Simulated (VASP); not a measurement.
AlNi, 2 atoms in the cell. It takes space group P4/mmm (No. 123, tetragonal). The conventional cell has a = 2.860 Å, b = 2.860 Å, c = 2.956 Å, α = 90.00°, β = 90.00°, γ = 90.00°. Al (site symmetry 4/mmm) has 8 Ni at 2.50 Å and 6 Al at 2.86 to 2.96 Å within 3.3 Å. Within 3.3 Å of Ni (site symmetry 4/mmm) lie 8 Al at 2.50 Å and 6 Ni at 2.86 to 2.96 Å.  This cell differs from its parent crystal: strain along c alone, the other axes held: +3.0 %.

```yaml
Program: VASP 6.6.1
Task: single point
Functional: r2SCAN
Potentials_or_basis: VASP PAW PBE potentials, release 64 (Al, Ni)
Cutoff: 520 eV
k_mesh: 18 × 18 × 18
Occupations: gaussian, width 0.1 eV
Spin: no spin polarisation
Dipole_correction: no
Further_INCAR_settings: ALGO = Normal; EDIFF = 1e-07; NBANDS = 14
```

Potentials or basis: VASP PAW PBE potentials, release 64 (Al, Ni).

Launch:

```console
$ cat potpaw_PBE.64/Al/POTCAR potpaw_PBE.64/Ni/POTCAR > POTCAR
$ cp INCAR.step1 INCAR
$ mpirun -np 1 vasp_std > vasp.out
$ cp INCAR.step2 INCAR
$ mpirun -np 1 vasp_std > vasp.out
```

Hardware: 1 thread of Intel Xeon 8259CL (shared host).

Problem. Estimate the wall time of this run.

Solution. It took 10 min on 1 thread of Intel Xeon 8259CL, with other jobs on the host, peak memory 0.31 GiB. Counts: k points 550.
